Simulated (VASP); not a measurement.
# Ti in VASP: single point with PBEsol

Aim: the single point of Ti with PBEsol.

Everything below comes from runs of VASP 6.6.1. Logs are shortened: lines on timing, memory, paths and dates and some standing lists are left out, and cuts for length are marked.

### Step 1. The cell of the first run

The cell holds a slab with vacuum, 6 atoms: a = 2.868 Å, b = 4.056 Å, c = 24.170 Å, α = 90.00°, β = 90.00°, γ = 90.00°.

### Step 2. Single point, PBEsol

The input, INCAR:

```
SYSTEM = Ti
PREC = Accurate
ENCUT = 520
EDIFF = 1E-6
ISMEAR = 0
SIGMA = 0.1
LREAL = .False.
LASPH = .True.
NELM = 60
ALGO = Normal
ISIF = 2
LWAVE = .False.
LCHARG = .False.
LDIPOL = .True.
IDIPOL = 3
DIPOL = 0.5 0.5 0.499
GGA = PS
NBANDS = 45
```

The input, KPOINTS:

```
Automatic mesh
0
Gamma
  10 7 1
  0 0 0
```

The input, POSCAR:

```
Ti
1.0
    2.8679135959      0.0000000000      0.0000000000
    0.0000000000      4.0558423031      0.0000000000
    0.0000000000      0.0000000000     24.1697839898
Ti
6
Direct
    0.5000000000      0.5000000000      0.3516787739
    0.0000000000      0.0000000000      0.4110072644
    0.5000000000      0.5000000000      0.4703357548
    0.0000000000      0.0000000000      0.5299125898
    0.5000000000      0.5000000000      0.5885074425
    0.0000000000      0.0000000000      0.6430285573
```

Potentials or basis: VASP PAW PBE potentials, release 64 (Ti_sv).

Run with:

```sh
$ cat potpaw_PBE.64/Ti_sv/POTCAR > POTCAR
$ mpirun -np 1 vasp_std > vasp.out
```

OUTCAR:

```text
SYSTEM = Ti
   PREC = Accurate
   ENCUT = 520
   EDIFF = 1E-6
   ISMEAR = 0
   LREAL = .False.
   LASPH = .True.
   NELM = 60
   ISIF = 2
   GGA = PS

 ion  position               nearest neighbor table
   1  0.500  0.500  0.352-   2 2.87   2 2.87   2 2.87   2 2.87   3 2.87
   2  0.000  0.000  0.411-   3 2.87   3 2.87   3 2.87   3 2.87   1 2.87   1 2.87   1 2.87   1 2.87
                             4 2.87
   3  0.500  0.500  0.470-   5 2.86   2 2.87   2 2.87   2 2.87   2 2.87   1 2.87   4 2.87   4 2.87
                             4 2.87   4 2.87
   4  0.000  0.000  0.530-   6 2.73   5 2.86   5 2.86   5 2.86   5 2.86   3 2.87   3 2.87   3 2.87
                             3 2.87   2 2.87
   5  0.500  0.500  0.589-   6 2.81   6 2.81   6 2.81   6 2.81   3 2.86   4 2.86   4 2.86   4 2.86
                             4 2.86
   6  0.000  0.000  0.643-   4 2.73   5 2.81   5 2.81   5 2.81   5 2.81

  LATTYP: Found a simple orthorhombic cell.
 ALAT       =     2.8679135959
 B/A-ratio  =     1.4142135624
 C/A-ratio  =     8.4276541749

  Lattice vectors:

 A1 = (   2.8679135959,   0.0000000000,   0.0000000000)
 A2 = (   0.0000000000,   4.0558423031,   0.0000000000)
 A3 = (   0.0000000000,   0.0000000000,  24.1697839898)

Analysis of symmetry for initial positions (statically):
=====================================================================
 Subroutine PRICEL returns:
 Original cell was already a primitive cell.

 Routine SETGRP: Setting up the symmetry group for a
 simple orthorhombic supercell.

 Subroutine GETGRP returns: Found  4 space group operations
 (whereof  4 operations were pure point group operations)
 out of a pool of  8 trial point group operations.

The static configuration has the point symmetry C_2v.

Analysis of symmetry for dynamics (positions and initial velocities):
=====================================================================
 Subroutine PRICEL returns:
 Original cell was already a primitive cell.

 Routine SETGRP: Setting up the symmetry group for a
 simple orthorhombic supercell.

 Subroutine GETGRP returns: Found  4 space group operations
 (whereof  4 operations were pure point group operations)
 out of a pool of  8 trial point group operations.

The dynamic configuration has the point symmetry C_2v.

 Subroutine INISYM returns: Found  4 space group operations
 (whereof  4 operations are pure point group operations),
 and found     1 'primitive' translations

----------------------------------------------------------------------------------------

                                     Primitive cell

  volume of cell :     281.1382

  direct lattice vectors                    reciprocal lattice vectors
     2.867913596  0.000000000  0.000000000     0.348685540  0.000000000  0.000000000
     0.000000000  4.055842303  0.000000000     0.000000000  0.246557910  0.000000000
     0.000000000  0.000000000 24.169783990     0.000000000  0.000000000  0.041373973

  length of vectors
     2.867913596  4.055842303 24.169783990     0.348685540  0.246557910  0.041373973

  position of ions in fractional coordinates (direct lattice)
     0.500000000  0.500000000  0.351678774
     0.000000000  0.000000000  0.411007264
     0.500000000  0.500000000  0.470335755
     0.000000000  0.000000000  0.529912590
     0.500000000  0.500000000  0.588507443
     0.000000000  0.000000000  0.643028557

  ion indices of the primitive-cell ions
   primitive index   ion index
                 1           1
                 2           2
                 3           3
                 4           4
                 5           5
                 6           6

----------------------------------------------------------------------------------------

 KPOINTS: Automatic mesh

Automatic generation of k-mesh.
 Grid dimensions read from file:
 generate k-points for:   10    7    1

 Generating k-lattice:

  Cartesian coordinates                     Fractional coordinates (reciprocal lattice)
     0.034868554  0.000000000  0.000000000     0.100000000  0.000000000  0.000000000
     0.000000000  0.035222559  0.000000000     0.000000000  0.142857143  0.000000000
     0.000000000  0.000000000  0.041373973     0.000000000  0.000000000  1.000000000

  Length of vectors
     0.034868554  0.035222559  0.041373973

  Shift w.r.t. Gamma in fractional coordinates (k-lattice)
     0.000000000  0.000000000  0.000000000

 Subroutine IBZKPT returns following result:
 ===========================================

 Found     24 irreducible k-points:

 Following reciprocal coordinates:
            Coordinates               Weight
  0.000000  0.000000  0.000000      1.000000
  0.100000  0.000000  0.000000      2.000000
  0.200000  0.000000  0.000000      2.000000
  0.300000  0.000000  0.000000      2.000000
  0.400000  0.000000  0.000000      2.000000
  0.500000  0.000000  0.000000      1.000000
[... 16 lines left out ...]
  0.400000  0.428571  0.000000      4.000000
  0.500000  0.428571  0.000000      2.000000
   k-points           NKPTS =     24   k-points in BZ     NKDIM =     24   number of bands    NBANDS=     45
   number of dos      NEDOS =    301   number of ions     NIONS =      6
   total plane-waves  NPLWV = 129600
   dimension x,y,z NGX =    24 NGY =   30 NGZ =  180
   dimension x,y,z NGXF=    48 NGYF=   60 NGZF=  360
   ions per type =               6
   NGX,Y,Z   is equivalent  to a cutoff of  13.91, 12.30, 12.38 a.u.
   NGXF,Y,Z  is equivalent  to a cutoff of  27.82, 24.59, 24.76 a.u.
 SYSTEM =  Ti
   PREC   = accura    normal or accurate (medium, high low for compatibility)
   ISTART =      0    job   : 0-new  1-cont  2-samecut
   ICHARG =      2    charge: 1-file 2-atom 10-const
   ISPIN  =      1    spin polarized calculation?
   LNONCOLLINEAR =      F non collinear calculations
   LSORBIT =      F    spin-orbit coupling
   LASPH  =      T    aspherical Exc in radial PAW
   ENCUT  =  520.0 eV  38.22 Ry    6.18 a.u.   5.33  7.54 44.94*2*pi/ulx,y,z
   NELM   =     60;   NELMIN=  2; NELMDL= -5     # of ELM steps
   EDIFF  = 0.1E-05   stopping-criterion for ELM
   LREAL  =      F    real-space projection
   EDIFFG = 0.1E-04   stopping-criterion for IOM
   NSW    =      0    number of steps for IOM
   IBRION =     -1    ionic relax: 0-MD 1-quasi-New 2-CG
   NFREE  =      0    steps in history (QN), initial steepest desc. (CG)
   ISIF   =      2    stress and relaxation
   ISYM   =      2    0-nonsym 1-usesym 2-fastsym
   POTIM  = 0.5000    time-step for ionic-motion
   TEBEG  =    0.0;   TEEND  =   0.0 temperature during run
   PSTRESS=    0.0 pullay stress
   NELECT =      72.0000    total number of electrons
   NUPDOWN=      -1.0000    fix difference up-down
   EMIN   =  10.00;   EMAX   =-10.00  energy-range for DOS
   EFERMI =   0.00;   METHOD = LEGACY
   ISMEAR =     0;   SIGMA  =   0.10  broadening in eV -4-tet -1-fermi 0-gaus
   EFERMI_NEDOS =   21; number of points for ismear=-14 and -15
   IALGO  =     38    algorithm
   IMIX   =      4    mixing-type and parameters
     AMIX     =   0.40;   BMIX     =  1.00
     AMIX_MAG =   1.60;   BMIX_MAG =  1.00
  volume/ion in A,a.u.               =      46.86       316.20
  Fermi-wavevector in a.u.,A,eV,Ry     =   1.039631  1.964617 14.705608  1.080832
  Thomas-Fermi vector in A             =   2.174170
   LORBIT       =      0    0 simple, 1 ext, 2 COOP (PROOUT), +10 PAW based schemes
   GGA     = PS    functional components
   LHFCALC =     F    Hartree Fock is set to
   AEXX    =    0.0000 exact exchange contribution
   IVDW    =     0    specifies the selected vdW correction
   LEPSILON=     F    determine dielectric tensor
   LRPA    =     F    only Hartree local field effects (RPA)
 non-spin polarized calculation
 Gauss-broadening in eV      SIGMA  =   0.10
  energy-cutoff  :      520.00
  volume of cell :      281.14
 maximum number of plane-waves:      7609
 NGX is ok and might be reduce to    24
   NGX = 11   NGY = 15   NGZ = 89

 dipolmoment           0.000000      0.000000     -0.000913 electrons x Angstroem

 number of electron      72.0000025 magnetization

 dipolmoment           0.000000      0.000000      0.002936 electrons x Angstroem

 Free energy of the ion-electron system (eV)
  ---------------------------------------------------
  ext. energy  EPLUGINS =         0.00000000
  ---------------------------------------------------
  free energy    TOTEN  =       -46.68653602 eV

  energy without entropy =      -46.64475582  energy(sigma->0) =      -46.66564592

 E-fermi :   1.0014     XC(G=0):  -5.1240

 val. band max:        0.9957683890   @ k =   0.3000   0.4286   0.0000
 cond. band min:       1.0098593713   @ k =   0.1000   0.2857   0.0000
 fundamental gap:      0.0140909824
 Fermi energy:         1.0014199819

 k-point     1 :       0.0000    0.0000    0.0000
  band No.  band energies     occupation
      1     -55.7552      2.00000
      2     -55.6816      2.00000
      3     -55.4100      2.00000
      4     -55.3321      2.00000
      5     -55.2814      2.00000
      6     -55.2406      2.00000
[... 37 lines left out ...]
     44       2.2406      0.00000
     45       2.3566      0.00000

 k-point     2 :       0.1000    0.0000    0.0000
  band No.  band energies     occupation
      1     -55.7501      2.00000
      2     -55.6760      2.00000
      3     -55.4022      2.00000
      4     -55.3268      2.00000
      5     -55.2789      2.00000
      6     -55.2394      2.00000
[... 37 lines left out ...]
     44       2.2561      0.00000
     45       2.4625      0.00000

 k-point     3 :       0.2000    0.0000    0.0000
  band No.  band energies     occupation
      1     -55.7368      2.00000
      2     -55.6615      2.00000
      3     -55.3807      2.00000
      4     -55.3128      2.00000
      5     -55.2727      2.00000
      6     -55.2369      2.00000
[... 997 lines left out ...]
     44       2.1338      0.00000
     45       2.4630      0.00000

 k-point    24 :       0.5000    0.4286    0.0000
  band No.  band energies     occupation
      1     -55.7011      2.00000
      2     -55.6225      2.00000
      3     -55.3003      2.00000
      4     -55.2910      2.00000
      5     -55.2516      2.00000
      6     -55.2420      2.00000
[... 37 lines left out ...]
     44       2.4890      0.00000
     45       2.5484      0.00000

------------------------ aborting loop because EDIFF is reached ----------------------------------------

 vacuum level on the upper side and lower side of the slab       (xc-potential included)        -0.135        -0.180

  FORCE on cell =-STRESS in cart. coord.  units (eV):
  Direction    XX          YY          ZZ          XY          YZ          ZX
  --------------------------------------------------------------------------------------
  -------------------------------------------------------------------------------------
  Total       -1.6061273     -5.6103737     -1.7931922      0.0000000      0.0000000      0.0000000
  in kB       -9.1531515    -31.9729333    -10.2192148      0.0000000      0.0000000      0.0000000
  external PRESSURE =     -17.1150999 kB  Pullay stress =       0.0000000 kB

 VOLUME and BASIS-vectors are now :
 -----------------------------------------------------------------------------
  energy-cutoff  :      520.00
  volume of cell :      281.14
      direct lattice vectors                 reciprocal lattice vectors
     2.867913596  0.000000000  0.000000000     0.348685540  0.000000000  0.000000000
     0.000000000  4.055842303  0.000000000     0.000000000  0.246557910  0.000000000
     0.000000000  0.000000000 24.169783990     0.000000000  0.000000000  0.041373973

 POSITION                                       TOTAL-FORCE (eV/Angst)
 -----------------------------------------------------------------------------------
      1.43396      2.02792      8.50000         0.000000      0.000000      0.714190
      0.00000      0.00000      9.93396         0.000000      0.000000     -0.294186
      1.43396      2.02792     11.36791         0.000000      0.000000     -0.398577
      0.00000      0.00000     12.80787         0.000000      0.000000      0.011164
      1.43396      2.02792     14.22410         0.000000      0.000000      0.007203
      0.00000      0.00000     15.54186         0.000000      0.000000     -0.039794
 -----------------------------------------------------------------------------------
    total drift:                                0.000000     -0.000000     -0.000259

  FREE ENERGIE OF THE ION-ELECTRON SYSTEM (eV)
  ---------------------------------------------------
  free  energy   TOTEN  =       -46.6865360183 eV

  energy  without entropy=      -46.6447558186  energy(sigma->0) =      -46.66564592

 vacuum level on the upper side and lower side of the slab         4.207         4.160
```

Wall time 28 min (1 thread of AMD EPYC 7R13, shared host); peak memory 0.46 GiB.

Results:

* Free energy: -46.6865 eV
* Largest force: 0.714 eV/Å
* Band gap on the k mesh: zero (bands 36 and 37 overlap by 0.41 eV)

Forces in eV/Å, atoms in the order of the input:
```
Ti   0.000  0.000  0.714
Ti   0.000  0.000 -0.294
Ti   0.000  0.000 -0.399
Ti   0.000  0.000  0.011
Ti   0.000  0.000  0.007
Ti   0.000  0.000 -0.040
```

Levels at points of the mesh, in eV from the Fermi level:
```
           k point  band 34  band 35  band 36  band 37  band 38  band 39
(0.00, 0.00, 0.00)    -0.25    -0.09     0.14     0.25     0.28     0.44
(0.50, 0.00, 0.00)    -1.04    -0.40    -0.34    -0.22    -0.20     0.37
```

Caveat: the PAW data sets were made with another functional, which shifts forces and pressure a little.
